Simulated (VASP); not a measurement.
# InAs (Fm-3m) in VASP: further runs, part 2 of 2

VASP 6.6.1.

### Step 3. Single point, PBEsol

This run uses another cell than the first one, of 24.77 Å³/atom, 1.020 times its volume.

Contents of INCAR:

```
ALGO = Normal ; EDIFF = 1E-6
ENCUT = 520 ; GGA = PS
ISIF = 2 ; ISMEAR = -1
LASPH = True ; LCHARG = True
LELF = True ; LREAL = False
LVHAR = True ; LWAVE = False
NBANDS = 16 ; NELM = 80
PREC = Accurate ; SIGMA = 0.05
```

Contents of KPOINTS:

```
k-points
0
Gamma
  8 8 8
```

Contents of POSCAR:

```
InAs
1.0
    0.0000000000      2.9151676052      2.9151676052
    2.9151676052      0.0000000000      2.9151676052
    2.9151676052      2.9151676052      0.0000000000
In As
1 1
Direct
    0.5000000000      0.5000000000      0.5000000000
    0.0000000000      0.0000000000      0.0000000000
```

Potentials or basis: VASP PAW PBE potentials, release 64 (In_d, As).

Launch:

```
> cat potpaw_PBE.64/In_d/POTCAR potpaw_PBE.64/As/POTCAR > POTCAR
> mpirun -np 1 vasp_std > vasp.out
```

OUTCAR:

```text
EDIFF = 1E-6
   ENCUT = 520
   GGA = PS
   ISIF = 2
   ISMEAR = -1
   LASPH = True
   LREAL = False
   NELM = 80
   PREC = Accurate

 ion  position               nearest neighbor table
   1  0.500  0.500  0.500-   2 2.92   2 2.92   2 2.92   2 2.92   2 2.92   2 2.92
   2  0.000  0.000  0.000-   1 2.92   1 2.92   1 2.92   1 2.92   1 2.92   1 2.92

  LATTYP: Found a face centered cubic cell.
 ALAT       =     5.8303352104

  Lattice vectors:

 A1 = (   0.0000000000,   2.9151676052,   2.9151676052)
 A2 = (   2.9151676052,   0.0000000000,   2.9151676052)
 A3 = (   2.9151676052,   2.9151676052,   0.0000000000)

Analysis of symmetry for initial positions (statically):
=====================================================================
 Subroutine PRICEL returns:
 Original cell was already a primitive cell.

 Routine SETGRP: Setting up the symmetry group for a
 face centered cubic supercell.

 Subroutine GETGRP returns: Found 48 space group operations
 (whereof 48 operations were pure point group operations)
 out of a pool of 48 trial point group operations.

The static configuration has the point symmetry O_h .

Analysis of symmetry for dynamics (positions and initial velocities):
=====================================================================
 Subroutine PRICEL returns:
 Original cell was already a primitive cell.

 Routine SETGRP: Setting up the symmetry group for a
 face centered cubic supercell.

 Subroutine GETGRP returns: Found 48 space group operations
 (whereof 48 operations were pure point group operations)
 out of a pool of 48 trial point group operations.

The dynamic configuration has the point symmetry O_h .

 Subroutine INISYM returns: Found 48 space group operations
 (whereof 48 operations are pure point group operations),
 and found     1 'primitive' translations

----------------------------------------------------------------------------------------

                                     Primitive cell

  volume of cell :      49.5474

  direct lattice vectors                    reciprocal lattice vectors
     0.000000000  2.915167605  2.915167605    -0.171516725  0.171516725  0.171516725
     2.915167605  0.000000000  2.915167605     0.171516725 -0.171516725  0.171516725
     2.915167605  2.915167605  0.000000000     0.171516725  0.171516725 -0.171516725

  length of vectors
     4.122669564  4.122669564  4.122669564     0.297075682  0.297075682  0.297075682

  position of ions in fractional coordinates (direct lattice)
     0.500000000  0.500000000  0.500000000
     0.000000000  0.000000000  0.000000000

  ion indices of the primitive-cell ions
   primitive index   ion index
                 1           1
                 2           2

----------------------------------------------------------------------------------------

 KPOINTS: k-points

Automatic generation of k-mesh.
 Grid dimensions read from file:
 generate k-points for:    8    8    8

 Generating k-lattice:

  Cartesian coordinates                     Fractional coordinates (reciprocal lattice)
    -0.021439591  0.021439591  0.021439591     0.125000000  0.000000000  0.000000000
     0.021439591 -0.021439591  0.021439591     0.000000000  0.125000000  0.000000000
     0.021439591  0.021439591 -0.021439591     0.000000000  0.000000000  0.125000000

  Length of vectors
     0.037134460  0.037134460  0.037134460

  Shift w.r.t. Gamma in fractional coordinates (k-lattice)
     0.000000000  0.000000000  0.000000000

 Subroutine IBZKPT returns following result:
 ===========================================

 Found     29 irreducible k-points:

 Following reciprocal coordinates:
            Coordinates               Weight
  0.000000  0.000000  0.000000      1.000000
  0.125000  0.000000  0.000000      8.000000
  0.250000  0.000000  0.000000      8.000000
  0.375000  0.000000  0.000000      8.000000
  0.500000  0.000000  0.000000      4.000000
  0.125000  0.125000  0.000000      6.000000
[... 16 lines left out ...]
  0.500000  0.250000  0.125000     48.000000
 -0.375000  0.250000  0.125000     24.000000
 [... further k-points ...]
   k-points           NKPTS =     29   k-points in BZ     NKDIM =     29   number of bands    NBANDS=     16
   number of dos      NEDOS =    301   number of ions     NIONS =      2
   total plane-waves  NPLWV =  32768
   dimension x,y,z NGX =    32 NGY =   32 NGZ =   32
   dimension x,y,z NGXF=    64 NGYF=   64 NGZF=   64
   ions per type =               1   1
   NGX,Y,Z   is equivalent  to a cutoff of  12.90, 12.90, 12.90 a.u.
   NGXF,Y,Z  is equivalent  to a cutoff of  25.81, 25.81, 25.81 a.u.
 SYSTEM =  unknown system
   PREC   = accura    normal or accurate (medium, high low for compatibility)
   ISTART =      0    job   : 0-new  1-cont  2-samecut
   ICHARG =      2    charge: 1-file 2-atom 10-const
   ISPIN  =      1    spin polarized calculation?
   LNONCOLLINEAR =      F non collinear calculations
   LSORBIT =      F    spin-orbit coupling
   LASPH  =      T    aspherical Exc in radial PAW
   ENCUT  =  520.0 eV  38.22 Ry    6.18 a.u.   7.67  7.67  7.67*2*pi/ulx,y,z
   NELM   =     80;   NELMIN=  2; NELMDL= -5     # of ELM steps
   EDIFF  = 0.1E-05   stopping-criterion for ELM
   LREAL  =      F    real-space projection
   EDIFFG = 0.1E-04   stopping-criterion for IOM
   NSW    =      0    number of steps for IOM
   IBRION =     -1    ionic relax: 0-MD 1-quasi-New 2-CG
   NFREE  =      0    steps in history (QN), initial steepest desc. (CG)
   ISIF   =      2    stress and relaxation
   ISYM   =      2    0-nonsym 1-usesym 2-fastsym
   POTIM  = 0.5000    time-step for ionic-motion
   TEBEG  =    0.0;   TEEND  =   0.0 temperature during run
   PSTRESS=    0.0 pullay stress
   NELECT =      18.0000    total number of electrons
   NUPDOWN=      -1.0000    fix difference up-down
   EMIN   =  10.00;   EMAX   =-10.00  energy-range for DOS
   EFERMI =   0.00;   METHOD = LEGACY
   ISMEAR =    -1;   SIGMA  =   0.05  broadening in eV -4-tet -1-fermi 0-gaus
   EFERMI_NEDOS =   21; number of points for ismear=-14 and -15
   IALGO  =     38    algorithm
   IMIX   =      4    mixing-type and parameters
     AMIX     =   0.40;   BMIX     =  1.00
     AMIX_MAG =   1.60;   BMIX_MAG =  1.00
  volume/ion in A,a.u.               =      24.77       167.18
  Fermi-wavevector in a.u.,A,eV,Ry     =   1.168133  2.207451 18.565609  1.364534
  Thomas-Fermi vector in A             =   2.304623
   LORBIT       =      0    0 simple, 1 ext, 2 COOP (PROOUT), +10 PAW based schemes
   GGA     = PS    functional components
   LHFCALC =     F    Hartree Fock is set to
   AEXX    =    0.0000 exact exchange contribution
   IVDW    =     0    specifies the selected vdW correction
   LEPSILON=     F    determine dielectric tensor
   LRPA    =     F    only Hartree local field effects (RPA)
 non-spin polarized calculation
  energy-cutoff  :      520.00
  volume of cell :       49.55
 maximum number of plane-waves:      1363
   NGX = 15   NGY = 15   NGZ = 15

 number of electron      17.9999999 magnetization

 Free energy of the ion-electron system (eV)
  ---------------------------------------------------
  ext. energy  EPLUGINS =         0.00000000
  ---------------------------------------------------
  free energy    TOTEN  =        -8.13826939 eV

  energy without entropy =       -8.12709905  energy(sigma->0) =       -8.13268422

 E-fermi :   5.3539     XC(G=0): -10.0755

 val. band max:        5.2900009973   @ k =   0.2500   0.0000   0.0000
 cond. band min:       5.4002029324   @ k =  -0.3750   0.1250   0.0000
 fundamental gap:      0.1102019351
 Fermi energy:         5.3538624375

 k-point     1 :       0.0000    0.0000    0.0000
  band No.  band energies     occupation
      1      -8.8156      2.00000
      2      -8.8156      2.00000
      3      -8.7955      2.00000
      4      -8.7955      2.00000
      5      -8.7955      2.00000
      6      -6.5104      2.00000
[... 8 lines left out ...]
     15      12.5980      0.00000
     16      12.5980      0.00000

 k-point     2 :       0.1250    0.0000    0.0000
  band No.  band energies     occupation
      1      -8.8208      2.00000
      2      -8.8208      2.00000
      3      -8.7955      2.00000
      4      -8.7894      2.00000
      5      -8.7894      2.00000
      6      -6.3514      2.00000
[... 8 lines left out ...]
     15      12.9540      0.00000
     16      12.9540      0.00000
[... 387 lines left out ...]
      5      -8.7472      2.00000
      6      -4.9038      2.00000
[... 8 lines left out ...]
     15      16.1738      0.00000
     16      16.9727      0.00000

 k-point    24 :      -0.3750    0.2500    0.1250
  band No.  band energies     occupation
      1      -8.9213      2.00000
      2      -8.8389      2.00000
      3      -8.7856      2.00000
      4      -8.7661      2.00000
      5      -8.7409      2.00000
      6      -4.5934      2.00000
[... 8 lines left out ...]
     15      14.8147      0.00000
     16      17.9444      0.00000

 [... further k-points ...]
[... 5 lines left out ...]
  --------------------------------------------------------------------------------------
  -------------------------------------------------------------------------------------
  Total       -1.5740492     -1.5740492     -1.5740492     -0.0000000     -0.0000000      0.0000000
  in kB      -50.8988884    -50.8988884    -50.8988884     -0.0000000     -0.0000000      0.0000000
  external PRESSURE =     -50.8988884 kB  Pullay stress =       0.0000000 kB

 VOLUME and BASIS-vectors are now :
 -----------------------------------------------------------------------------
  energy-cutoff  :      520.00
  volume of cell :       49.55
      direct lattice vectors                 reciprocal lattice vectors
     0.000000000  2.915167605  2.915167605    -0.171516725  0.171516725  0.171516725
     2.915167605  0.000000000  2.915167605     0.171516725 -0.171516725  0.171516725
     2.915167605  2.915167605  0.000000000     0.171516725  0.171516725 -0.171516725

 POSITION                                       TOTAL-FORCE (eV/Angst)
 -----------------------------------------------------------------------------------
      2.91517      2.91517      2.91517         0.000000     -0.000000     -0.000000
      0.00000      0.00000      0.00000        -0.000000      0.000000      0.000000
 -----------------------------------------------------------------------------------
    total drift:                               -0.000000     -0.000000      0.000000

  FREE ENERGIE OF THE ION-ELECTRON SYSTEM (eV)
  ---------------------------------------------------
  free  energy   TOTEN  =        -8.1382693900 eV

  energy  without entropy=       -8.1270990531  energy(sigma->0) =       -8.13268422
```

OSZICAR:

```text
N       E                     dE             d eps       ncg     rms          rms(c)
DAV:   1     0.101788559865E+03    0.10179E+03   -0.88711E+03   952   0.129E+03
DAV:   2    -0.222548364541E+01   -0.10401E+03   -0.99606E+02  1000   0.297E+02
DAV:   3    -0.818912689481E+01   -0.59636E+01   -0.59109E+01  1208   0.673E+01
DAV:   4    -0.831286293266E+01   -0.12374E+00   -0.12371E+00  1104   0.104E+01
DAV:   5    -0.831789350159E+01   -0.50306E-02   -0.50304E-02  1360   0.194E+00    0.333E+00
DAV:   6    -0.814546618059E+01    0.17243E+00   -0.31693E-01  1320   0.958E+00    0.172E+00
DAV:   7    -0.813965863944E+01    0.58075E-02   -0.33140E-02  1216   0.164E+00    0.634E-01
DAV:   8    -0.813828343817E+01    0.13752E-02   -0.20215E-03  1088   0.453E-01    0.118E-01
DAV:   9    -0.813826888467E+01    0.14554E-04   -0.17542E-04  1392   0.113E-01    0.669E-02
DAV:  10    -0.813826939002E+01   -0.50535E-06   -0.80622E-06  1128   0.237E-02
   1 F= -.81382694E+01 E0= -.81326842E+01  d E =-.111703E-01
```

stdout:

```text
POSCAR found type information on POSCAR InAs
 POSCAR found :  2 types and       2 ions
 scaLAPACK will be used
 -----------------------------------------------------------------------------
|                                                                             |
|                                                                             |
|     You enforced a specific xc type in the INCAR file but a different       |
|     I HOPE YOU KNOW WHAT YOU ARE DOING!                                     |
|                                                                             |
 -----------------------------------------------------------------------------

 LDA part: xc-table for (Slater+PW92), standard interpolation
 POSCAR, INCAR and KPOINTS ok, starting setup
 FFT: planning ... GRIDC
 FFT: planning ... GRID_SOFT
 FFT: planning ... GRID
 WAVECAR not read
 entering main loop
```

Run time: 43 s. Hardware: 1 thread of AMD EPYC 7R13, shared host; peak memory 0.15 GiB.

Results:

```yaml
Free_energy: -8.1383 eV
Pressure: -5.1 GPa
Band_gap_on_the_k_mesh: zero (band 9 reaches 5.69 eV, above the bottom of band 10 at 3.23 eV)
```

Caveat: the PAW data sets were made with another functional, which shifts forces and pressure a little; spin-orbit coupling is left out, which moves the levels of the heavy elements.
